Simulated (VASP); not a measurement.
Crystal: PtS2.

```
Pt S
1.0
     3.47855    0.00000    0.00000
    -1.73927    3.01251    0.00000
     0.00000    0.00000    6.31854
Pt S
1 2
Direct
  0.00000 0.00000 0.00000
  0.33333 0.66667 0.18895
  0.66667 0.33333 0.81105
```

| Item | Value |
| --- | --- |
| Program | VASP 6.6.1 |
| Task | relaxation of the atoms |
| Functional | PBE |
| Potentials or basis | VASP PAW PBE potentials, release 64 (Pt, S) |
| Cutoff | 520 eV |
| k mesh | 12 × 12 × 6 |
| Occupations | gaussian, width 0.05 eV |
| Spin | no spin polarisation |

At the start: pressure 9.9 GPa; volume 22.07 Å³/atom.

Task: How do energy, volume and symmetry change on relaxing?

Result: Over 3 steps the energy falls by 34.2 meV/atom; space group P-3m1 (No. 164, to 0.1 Å) before and after.

Step by step:
| step | energy change (eV) | largest force (eV/Å) | pressure (GPa) |
| --- | --- | --- | --- |
| 1 | 0.0000 | 1.2230 | 9.90 |
| 2 | -0.0928 | 0.3643 | 5.32 |
| 3 | -0.1025 | 0.0012 | 3.38 |

Final structure:
```
Pt S
1.0
     3.47855    0.00000    0.00000
    -1.73927    3.01251    0.00000
     0.00000    0.00000    6.31854
Pt S
1 2
Direct
  0.00000 0.00000 0.00000
  0.33333 0.66667 0.20255
  0.66667 0.33333 0.79745
```

Caveat: this functional lacks dispersion, which binds the layers, so the pressure and a relaxed spacing across them are unreliable.
